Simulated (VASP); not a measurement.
Here is a VASP 6.6.1 calculation.

The input INCAR:

```
ALGO = Normal
EDIFF = 1E-6
ENCUT = 520
GGA = PS
ISIF = 2
ISMEAR = 0
IVDW = 12
LASPH = True
LCHARG = True
LELF = True
LREAL = False
LVHAR = True
LWAVE = False
NBANDS = 11
NELM = 60
PREC = Accurate
SIGMA = 0.05
```

KPOINTS

```
k-points
0
Gamma
  15 15 15
```

File POSCAR:

```
C
1.0
    1.2291305633      0.7096388616      3.2835658809
   -1.2291305633      0.7096388616      3.2835658809
    0.0000000000     -1.4192777231      3.2835658809
C
2
Direct
    0.1744987928      0.1744987928      0.1604071181
    0.8255012072      0.8255012072      0.8395928819
```

Potentials or basis: VASP PAW PBE potentials, release 64 (C).

The run is started by

```bash
$ cat potpaw_PBE.64/C/POTCAR > POTCAR
$ mpirun -np 1 vasp_std > vasp.out
```

(1) Estimate the dispersion energy per atom.

(2) Predict the pressure.

(3) What does it give for the band gap on the k mesh?

Results:

(1) -0.113 eV.

(2) 1.2 GPa.

(3) 0.23 eV, direct.

Caveat: the cell differs from its parent crystal (mode 4 frozen in at +0.032 Å and mode 6 at +0.020 Å (largest displacements)); the PAW data sets were made with another functional, which shifts forces and pressure a little.
